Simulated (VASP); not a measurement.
# AlN (P6_3mc) in VASP: notebook

The runs below take AlN through single point, with PBE.

Program: VASP 6.6.1. These are calculated values, not measurements. Logs are shortened: lines on timing, memory, paths and dates and some standing lists are left out, and cuts for length are marked.

**1. The cell of the first run**

It takes space group P6_3mc (No. 186, hexagonal). Conventional cell: a = 3.033 Å, b = 3.033 Å, c = 4.978 Å, α = 90.00°, β = 90.00°, γ = 120.00°. Al (site symmetry 3m) has 4 N at 1.84 to 1.92 Å within 2.4 Å. N (site symmetry 3m) has 4 Al at 1.84 to 1.92 Å within 2.4 Å.

**2. Single point, PBE (strain -0.025 along x and y, +0.000 along z)**

Input file INCAR:

```
SYSTEM = AlN
  PREC = Accurate
  ENCUT = 520
  EDIFF = 1E-7
  ISMEAR = 0
  SIGMA = 0.05
  LREAL = .FALSE.
  LASPH = .TRUE.
  NELM = 80
  ALGO = Normal
  ISIF = 2
  LWAVE = .FALSE.
  LCHARG = .FALSE.
  GGA = PE
  NBANDS = 16
```

Input file KPOINTS:

```
Automatic mesh
0
G
  9 9 6
  0 0 0
```

Input file POSCAR:

```
AlN
1.0
    3.0332270978      0.0000000000      0.0000000000
   -1.5166135489      2.6268517221      0.0000000000
    0.0000000000      0.0000000000      4.9780000000
Al N
2 2
Direct
    0.3333333333      0.6666666667      0.0000000000
    0.6666666667      0.3333333333      0.5000000000
    0.3333333333      0.6666666667      0.3850000000
    0.6666666667      0.3333333333      0.8850000000
```

Potentials or basis: VASP PAW PBE potentials, release 64 (Al, N).

Launch:

```
$ cat potpaw_PBE.64/Al/POTCAR potpaw_PBE.64/N/POTCAR > POTCAR
$ mpirun -np 1 vasp_std > vasp.out
```

OUTCAR:

```text
SYSTEM = AlN
   PREC = Accurate
   ENCUT = 520
   EDIFF = 1E-7
   ISMEAR = 0
   LREAL = .FALSE.
   LASPH = .TRUE.
   NELM = 80
   ISIF = 2
   GGA = PE

 ion  position               nearest neighbor table
   1  0.333  0.667  0.000-   4 1.84   4 1.84   4 1.84   3 1.92   2 3.04   2 3.04   2 3.04   2 3.04
                             2 3.04   2 3.04
   2  0.667  0.333  0.500-   3 1.84   3 1.84   3 1.84   4 1.92   1 3.04   1 3.04   1 3.04   1 3.04
                             1 3.04   1 3.04
   3  0.333  0.667  0.385-   2 1.84   2 1.84   2 1.84   1 1.92
   4  0.667  0.333  0.885-   1 1.84   1 1.84   1 1.84   2 1.92

  LATTYP: Found a hexagonal cell.
 ALAT       =     3.0332270978
 C/A-ratio  =     1.6411563788

  Lattice vectors:

 A1 = (   3.0332270978,   0.0000000000,   0.0000000000)
 A2 = (  -1.5166135489,   2.6268517221,   0.0000000000)
 A3 = (   0.0000000000,   0.0000000000,   4.9780000000)

Analysis of symmetry for initial positions (statically):
=====================================================================
 Subroutine PRICEL returns:
 Original cell was already a primitive cell.

 Routine SETGRP: Setting up the symmetry group for a
 hexagonal supercell.

 Subroutine GETGRP returns: Found 12 space group operations
 (whereof  6 operations were pure point group operations)
 out of a pool of 24 trial point group operations.

The static configuration has the point symmetry C_3v.
 The point group associated with its full space group is C_6v.

Analysis of symmetry for dynamics (positions and initial velocities):
=====================================================================
 Subroutine PRICEL returns:
 Original cell was already a primitive cell.

 Routine SETGRP: Setting up the symmetry group for a
 hexagonal supercell.

 Subroutine GETGRP returns: Found 12 space group operations
 (whereof  6 operations were pure point group operations)
 out of a pool of 24 trial point group operations.

The dynamic configuration has the point symmetry C_3v.
 The point group associated with its full space group is C_6v.

 Subroutine INISYM returns: Found 12 space group operations
 (whereof  6 operations are pure point group operations),
 and found     1 'primitive' translations

----------------------------------------------------------------------------------------

                                     Primitive cell

  volume of cell :      39.6639

  direct lattice vectors                    reciprocal lattice vectors
     3.033227098  0.000000000  0.000000000     0.329681876  0.190341920  0.000000000
    -1.516613549  2.626851722  0.000000000     0.000000000  0.380683840  0.000000000
     0.000000000  0.000000000  4.978000000     0.000000000  0.000000000  0.200883889

  length of vectors
     3.033227098  3.033227098  4.978000000     0.380683840  0.380683840  0.200883889

  position of ions in fractional coordinates (direct lattice)
     0.333333333  0.666666667  0.000000000
     0.666666667  0.333333333  0.500000000
     0.333333333  0.666666667  0.385000000
     0.666666667  0.333333333  0.885000000

  ion indices of the primitive-cell ions
   primitive index   ion index
                 1           1
                 2           2
                 3           3
                 4           4

----------------------------------------------------------------------------------------

 KPOINTS: Automatic mesh

Automatic generation of k-mesh.
 Grid dimensions read from file:
 generate k-points for:    9    9    6

 Generating k-lattice:

  Cartesian coordinates                     Fractional coordinates (reciprocal lattice)
     0.036631320  0.021149102  0.000000000     0.111111111  0.000000000  0.000000000
     0.000000000  0.042298204  0.000000000     0.000000000  0.111111111  0.000000000
     0.000000000  0.000000000  0.033480648     0.000000000  0.000000000  0.166666667

  Length of vectors
     0.042298204  0.042298204  0.033480648

  Shift w.r.t. Gamma in fractional coordinates (k-lattice)
     0.000000000  0.000000000  0.000000000

 Subroutine IBZKPT returns following result:
 ===========================================

 Found     48 irreducible k-points:

 Following reciprocal coordinates:
            Coordinates               Weight
  0.000000  0.000000  0.000000      1.000000
  0.111111  0.000000  0.000000      6.000000
  0.222222  0.000000  0.000000      6.000000
  0.333333 -0.000000  0.000000      6.000000
  0.444444  0.000000  0.000000      6.000000
  0.111111  0.111111  0.000000      6.000000
[... 16 lines left out ...]
  0.333333  0.222222  0.166667     24.000000
  0.333333  0.333333  0.166667      4.000000
 [... further k-points ...]
   k-points           NKPTS =     48   k-points in BZ     NKDIM =     48   number of bands    NBANDS=     16
   number of dos      NEDOS =    301   number of ions     NIONS =      4
   total plane-waves  NPLWV =  23040
   dimension x,y,z NGX =    24 NGY =   24 NGZ =   40
[... 37 lines left out ...]
  Thomas-Fermi vector in A             =   2.345194
   LORBIT       =      0    0 simple, 1 ext, 2 COOP (PROOUT), +10 PAW based schemes
   GGA     = PE    functional components
   LHFCALC =     F    Hartree Fock is set to
   AEXX    =    0.0000 exact exchange contribution
   IVDW    =     0    specifies the selected vdW correction
   LEPSILON=     F    determine dielectric tensor
   LRPA    =     F    only Hartree local field effects (RPA)
 non-spin polarized calculation
 Gauss-broadening in eV      SIGMA  =   0.05
  energy-cutoff  :      520.00
  volume of cell :       39.66
 maximum number of plane-waves:      1099
 NGX is ok and might be reduce to    24
   NGX = 11   NGY = 11   NGZ = 19

 number of electron      16.0000000 magnetization

 Free energy of the ion-electron system (eV)
  ---------------------------------------------------
  ext. energy  EPLUGINS =         0.00000000
  ---------------------------------------------------
  free energy    TOTEN  =       -29.60865766 eV

  energy without entropy =      -29.60865766  energy(sigma->0) =      -29.60865766

 E-fermi :   6.8970     XC(G=0): -11.1375

 val. band max:        6.6197607773   @ k =   0.0000   0.0000   0.0000
 cond. band min:      11.2967460452   @ k =   0.0000   0.0000   0.0000
 fundamental gap:      4.6769852679
 Fermi energy:         6.8970402732

 k-point     1 :       0.0000    0.0000    0.0000
  band No.  band energies     occupation
      1      -8.8457      2.00000
      2      -6.6505      2.00000
      3       0.3782      2.00000
      4       5.8459      2.00000
      5       5.8459      2.00000
      6       6.4394      2.00000
[... 8 lines left out ...]
     15      20.4065      0.00000
     16      20.4065      0.00000

 k-point     2 :       0.1111    0.0000    0.0000
  band No.  band energies     occupation
      1      -8.6756      2.00000
      2      -6.5477      2.00000
      3       0.5777      2.00000
      4       5.1146      2.00000
      5       5.6422      2.00000
      6       5.7591      2.00000
[... 8 lines left out ...]
     15      20.1112      0.00000
     16      20.3931      0.00000

 k-point     3 :       0.2222    0.0000    0.0000
  band No.  band energies     occupation
      1      -8.1922      2.00000
      2      -6.2855      2.00000
      3       1.1576      2.00000
      4       3.5389      2.00000
      5       4.4498      2.00000
      6       5.2249      2.00000
[... 8 lines left out ...]
     15      19.3545      0.00000
     16      20.2146      0.00000

 k-point     4 :       0.3333   -0.0000    0.0000
  band No.  band energies     occupation
      1      -7.4923      2.00000
      2      -6.0163      2.00000
      3       2.0168      2.00000
      4       2.0467      2.00000
      5       3.1870      2.00000
      6       4.8363      2.00000
[... 8 lines left out ...]
     15      19.0906      0.00000
     16      21.7551      0.00000
[... 324 lines left out ...]
 k-point    22 :       0.2222    0.2222    0.1667
  band No.  band energies     occupation
      1      -7.0523      2.00000
      2      -6.0079      2.00000
      3       1.9447      2.00000
      4       2.1538      2.00000
      5       3.4252      2.00000
      6       3.9653      2.00000
[... 8 lines left out ...]
     15      19.3349      0.00000
     16      22.2278      0.00000

 k-point    23 :       0.3333    0.2222    0.1667
  band No.  band energies     occupation
      1      -6.4821      2.00000
      2      -5.9687      2.00000
      3       1.4738      2.00000
      4       2.2044      2.00000
      5       3.0778      2.00000
      6       4.0680      2.00000
[... 8 lines left out ...]
     15      19.8652      0.00000
     16      22.1290      0.00000

 k-point    24 :       0.3333    0.3333    0.1667
  band No.  band energies     occupation
      1      -6.1167      2.00000
      2      -6.1167      2.00000
      3       1.7444      2.00000
      4       2.4035      2.00000
      5       2.4035      2.00000
      6       3.7234      2.00000
[... 8 lines left out ...]
     15      20.0816      0.00000
     16      22.6253      0.00000

 [... further k-points ...]
[... 5 lines left out ...]
  --------------------------------------------------------------------------------------
  -------------------------------------------------------------------------------------
  Total        5.2005381      5.2005381      1.5814118      0.0000000      0.0000000      0.0000000
  in kB      210.0697353    210.0697353     63.8793040      0.0000000      0.0000000      0.0000000
  external PRESSURE =     161.3395916 kB  Pullay stress =       0.0000000 kB

 VOLUME and BASIS-vectors are now :
 -----------------------------------------------------------------------------
  energy-cutoff  :      520.00
  volume of cell :       39.66
      direct lattice vectors                 reciprocal lattice vectors
     3.033227098  0.000000000  0.000000000     0.329681876  0.190341920  0.000000000
    -1.516613549  2.626851722  0.000000000     0.000000000  0.380683840  0.000000000
     0.000000000  0.000000000  4.978000000     0.000000000  0.000000000  0.200883889

 POSITION                                       TOTAL-FORCE (eV/Angst)
 -----------------------------------------------------------------------------------
     -0.00000      1.75123      0.00000        -0.000000      0.000000      0.521396
      1.51661      0.87562      2.48900         0.000000      0.000000      0.521396
     -0.00000      1.75123      1.91653        -0.000000      0.000000     -0.521396
      1.51661      0.87562      4.40553         0.000000     -0.000000     -0.521396
 -----------------------------------------------------------------------------------
    total drift:                                0.000000      0.000000      0.000402

  FREE ENERGIE OF THE ION-ELECTRON SYSTEM (eV)
  ---------------------------------------------------
  free  energy   TOTEN  =       -29.6086576576 eV

  energy  without entropy=      -29.6086576576  energy(sigma->0) =      -29.60865766
```

It took 15 s on 1 thread of AMD EPYC 9R45 (Zen 5), shared host; peak memory 0.13 GiB.

What came out:

* Free energy: -29.6087 eV
* Pressure: 16.1 GPa
* Largest force: 0.521 eV/Å
* Band gap on the k mesh: 4.68 eV, direct

Forces in eV/Å, atoms in the order of the input:
```
Al   0.000  0.000  0.521
Al   0.000  0.000  0.521
N    0.000  0.000 -0.521
N    0.000  0.000 -0.521
```

Stress tensor (GPa, compression positive):
```
21.01  0.00  0.00
 0.00 21.01  0.00
 0.00  0.00  6.39
```

Levels at points of the mesh, in eV from the valence-band top:
```csv
k point,band 5,band 6,band 7,band 8,band 9,band 10,band 11,band 12
"(0.00, 0.00, 0.00)",-0.77,-0.18,-0.18,0.00,4.68,7.43,10.99,11.81
"(0.00, 0.00, 0.50)",-0.49,-0.49,-0.49,-0.49,7.09,7.09,10.69,10.69
```

Caveat: the cell differs from its parent crystal (strain -0.025 along x and y, +0.000 along z).

**3. Single point, PBE (strain +0.000 along x and y, -0.025 along z)**

Input file INCAR:

```
ALGO = Normal
EDIFF = 1E-7
ENCUT = 520
GGA = PE
ISIF = 2
ISMEAR = 0
LASPH = T
LCHARG = F
LREAL = F
LWAVE = F
NBANDS = 16
NELM = 60
PREC = Accurate
SIGMA = 0.05
```

Input file KPOINTS:

```
k-points
0
Gamma
  9 9 6
```

Input file POSCAR:

```
AlN
1.0
    3.1110021516      0.0000000000      0.0000000000
   -1.5555010758      2.6942068945      0.0000000000
    0.0000000000      0.0000000000      4.8535500000
Al N
2 2
Direct
    0.3333333333      0.6666666667      0.0000000000
    0.6666666667      0.3333333333      0.5000000000
    0.3333333333      0.6666666667      0.3850000000
    0.6666666667      0.3333333333      0.8850000000
```

Potentials or basis: VASP PAW PBE potentials, release 64 (Al, N).

Launch:

```
$ cat potpaw_PBE.64/Al/POTCAR potpaw_PBE.64/N/POTCAR > POTCAR
$ mpirun -np 1 vasp_std > vasp.out
```

Wall time 14 s (1 thread of AMD EPYC 9R45 (Zen 5), shared host); peak memory 0.13 GiB.

The run converged. Its results:

```yaml
Free_energy: -29.7126 eV
Pressure: 9.1 GPa
Largest_force: 0.176 eV/Å
Band_gap_on_the_k_mesh: 4.32 eV, direct
```

Forces on the atoms (eV/Å):
```
Al   0.000  0.000 -0.176
Al   0.000  0.000 -0.176
N    0.000  0.000  0.176
N    0.000  0.000  0.176
```

Stress tensor (GPa, compression positive):
```
 6.31  0.00  0.00
 0.00  6.31  0.00
 0.00  0.00 14.65
```

Levels at points of the mesh, in eV from the valence-band top:
```csv
k point,band 4,band 5,band 6,band 7,band 8,band 9,band 10,band 11,band 12,band 13
"(0.00, 0.00, 0.00)",-1.14,-1.14,-0.40,-0.40,0.00,4.32,6.52,10.86,10.96,10.96
"(0.00, 0.00, 0.50)",-3.38,-0.78,-0.78,-0.78,-0.78,6.48,6.48,10.52,10.52,11.28
```

Caveat: the cell differs from its parent crystal (strain +0.000 along x and y, -0.025 along z).

**4. Single point, PBE (strain -0.025 along x and y, +0.025 along z)**

Input file INCAR:

```
SYSTEM = AlN
  PREC = Accurate
  ENCUT = 520
  EDIFF = 1E-7
  ISMEAR = 0
  SIGMA = 0.05
  LREAL = .False.
  LASPH = .True.
  NELM = 60
  ALGO = Normal
  ISIF = 2
  LWAVE = .False.
  LCHARG = .False.
  GGA = PE
  NBANDS = 16
```

Input file KPOINTS:

```
Automatic mesh
0
Gamma
  9 9 6
  0 0 0
```

Input file POSCAR:

```
AlN
1.0
    3.0332270978      0.0000000000      0.0000000000
   -1.5166135489      2.6268517221      0.0000000000
    0.0000000000      0.0000000000      5.1024500000
Al N
2 2
Direct
    0.3333333333      0.6666666667      0.0000000000
    0.6666666667      0.3333333333      0.5000000000
    0.3333333333      0.6666666667      0.3850000000
    0.6666666667      0.3333333333      0.8850000000
```

Launch:

```
$ cat potpaw_PBE.64/Al/POTCAR potpaw_PBE.64/N/POTCAR > POTCAR
$ mpirun -np 1 vasp_std > vasp.out
```

Wall time 16 s (1 thread of AMD EPYC 9R45 (Zen 5), shared host); peak memory 0.14 GiB.

Results (log left out):

- Free energy: -29.6143 eV
- Pressure: 11.0 GPa
- Largest force: 0.715 eV/Å
- Band gap on the k mesh: 4.48 eV, direct

Forces on the atoms (eV/Å):
```
Al   0.000  0.000  0.715
Al   0.000  0.000  0.715
N    0.000  0.000 -0.715
N    0.000  0.000 -0.715
```

Stress tensor (GPa, compression positive):
```
18.76  0.00  0.00
 0.00 18.76  0.00
 0.00  0.00 -4.42
```

Levels at points of the mesh, in eV from the valence-band top:
| k point | band 4 | band 5 | band 6 | band 7 | band 8 | band 9 | band 10 | band 11 | band 12 | band 13 |
| --- | --- | --- | --- | --- | --- | --- | --- | --- | --- | --- |
| (0.00, 0.00, 0.00) | -0.57 | -0.57 | -0.05 | -0.05 | 0.00 | 4.48 | 7.55 | 10.75 | 11.97 | 11.97 |
| (0.00, 0.00, 0.50) | -3.43 | -0.32 | -0.32 | -0.32 | -0.32 | 7.04 | 7.04 | 10.49 | 10.49 | 12.28 |

Caveat: the cell differs from its parent crystal (strain -0.025 along x and y, +0.025 along z).

**5. Single point, PBE (strain -0.025 along x and y, +0.050 along z)**

Input file INCAR:

```
SYSTEM = AlN
PREC = Accurate ; ENCUT = 520
EDIFF = 1E-7 ; ISMEAR = 0
SIGMA = 0.05 ; LREAL = .FALSE.
LASPH = .TRUE. ; NELM = 100
ALGO = Normal ; ISIF = 2
LWAVE = .FALSE. ; LCHARG = .FALSE.
GGA = PE ; NBANDS = 16
```

Input file KPOINTS:

```
Automatic mesh
0
G
  9 9 6
  0 0 0
```

POSCAR, as its differences from that of step 4:

```diff
@@ -4,3 +4,3 @@
    -1.5166135489      2.6268517221      0.0000000000
-    0.0000000000      0.0000000000      5.1024500000
+    0.0000000000      0.0000000000      5.2269000000
 Al N
```

Launch:

```
$ cat potpaw_PBE.64/Al/POTCAR potpaw_PBE.64/N/POTCAR > POTCAR
$ mpirun -np 1 vasp_std > vasp.out
```

Wall time 15 s (1 thread of AMD EPYC 9R45 (Zen 5), shared host); peak memory 0.13 GiB.

The run converged. Its results:

- Free energy: -29.5590 eV
- Pressure: 6.7 GPa
- Largest force: 0.794 eV/Å
- Band gap on the k mesh: 4.19 eV, direct

Forces on the atoms (eV/Å):
```
Al   0.000  0.000  0.794
Al   0.000  0.000  0.794
N    0.000  0.000 -0.794
N    0.000  0.000 -0.794
```

Stress tensor (GPa, compression positive):
```
 16.76   0.00   0.00
  0.00  16.76   0.00
  0.00   0.00 -13.31
```

Levels at points of the mesh, in eV from the valence-band top:
```
           k point  band 5  band 6  band 7  band 8  band 9  band 10  band 11  band 12
(0.00, 0.00, 0.00)   -0.46   -0.08    0.00    0.00    4.19     7.58    10.43    12.01
(0.00, 0.00, 0.50)   -0.24   -0.24   -0.24   -0.24    6.89     6.89    10.22    10.22
```

Caveat: the cell differs from its parent crystal (strain -0.025 along x and y, +0.050 along z).

**6. Single point, PBE (strain +0.025 along x and y, -0.050 along z)**

Input file INCAR:

```
SYSTEM = AlN
PREC = Accurate ; ENCUT = 520
EDIFF = 1E-7 ; ISMEAR = 0
SIGMA = 0.05 ; LREAL = .False.
LASPH = .True. ; NELM = 100
ALGO = Normal ; ISIF = 2
LWAVE = .False. ; LCHARG = .True.
GGA = PE ; LELF = .True.
LVHAR = .True. ; NBANDS = 16
```

Input file KPOINTS:

```
regular mesh
0
Gamma
  9 9 6
  0 0 0
```

Input file POSCAR:

```
AlN
1.0
    3.1887772054      0.0000000000      0.0000000000
   -1.5943886027      2.7615620669      0.0000000000
    0.0000000000      0.0000000000      4.7291000000
Al N
2 2
Direct
    0.3333333333      0.6666666667      0.0000000000
    0.6666666667      0.3333333333      0.5000000000
    0.3333333333      0.6666666667      0.3850000000
    0.6666666667      0.3333333333      0.8850000000
```

Potentials or basis: VASP PAW PBE potentials, release 64 (Al, N).

Launch:

```
$ cat potpaw_PBE.64/Al/POTCAR potpaw_PBE.64/N/POTCAR > POTCAR
$ mpirun -np 1 vasp_std > vasp.out
```

It took 47 s on 1 thread of AMD EPYC 7R13 (Zen 3), shared host; peak memory 0.13 GiB.

It converged, with:

```yaml
Free_energy: -29.5884 eV
Pressure: 4.5 GPa
Largest_force: 0.990 eV/Å
Band_gap_on_the_k_mesh: 3.97 eV, direct
```

Forces in eV/Å, atoms in the order of the input:
```
Al   0.000  0.000 -0.990
Al   0.000  0.000 -0.990
N    0.000  0.000  0.990
N    0.000  0.000  0.990
```

Stress tensor (GPa, compression positive):
```
-5.23  0.00  0.00
 0.00 -5.23  0.00
 0.00  0.00 23.98
```

Levels at points of the mesh, in eV from the valence-band top:
```csv
k point,band 6,band 7,band 8,band 9,band 10,band 11
"(0.00, 0.00, 0.00)",-0.54,-0.54,0.00,3.97,5.75,10.23
"(0.00, 0.00, 0.50)",-1.00,-1.00,-1.00,5.97,5.97,10.44
```

Caveat: the cell differs from its parent crystal (strain +0.025 along x and y, -0.050 along z).

**7. The runs side by side**

```tsv
cell	gap on the mesh (eV)	pressure (GPa)	largest force (eV/Å)
a = 3.033, b = 3.033, c = 4.978 Å, angles 90.0, 90.0, 120.0°, 4 atoms	4.68	16.1	0.52
a = 3.111, b = 3.111, c = 4.854 Å, angles 90.0, 90.0, 120.0°, 4 atoms	4.32	9.1	0.18
a = 3.033, b = 3.033, c = 5.102 Å, angles 90.0, 90.0, 120.0°, 4 atoms	4.48	11.0	0.71
a = 3.033, b = 3.033, c = 5.227 Å, angles 90.0, 90.0, 120.0°, 4 atoms	4.19	6.7	0.79
a = 3.189, b = 3.189, c = 4.729 Å, angles 90.0, 90.0, 120.0°, 4 atoms	3.97	4.5	0.99
```

Alike in all rows: task single point; level PBE; potentials or basis VASP PAW PBE potentials, release 64 (Al, N); no spin polarisation; k mesh 9 × 9 × 6; cutoff (eV) 520; smearing gaussian 0.05 eV.

Absolute energies hang on the potentials; compare differences alone.
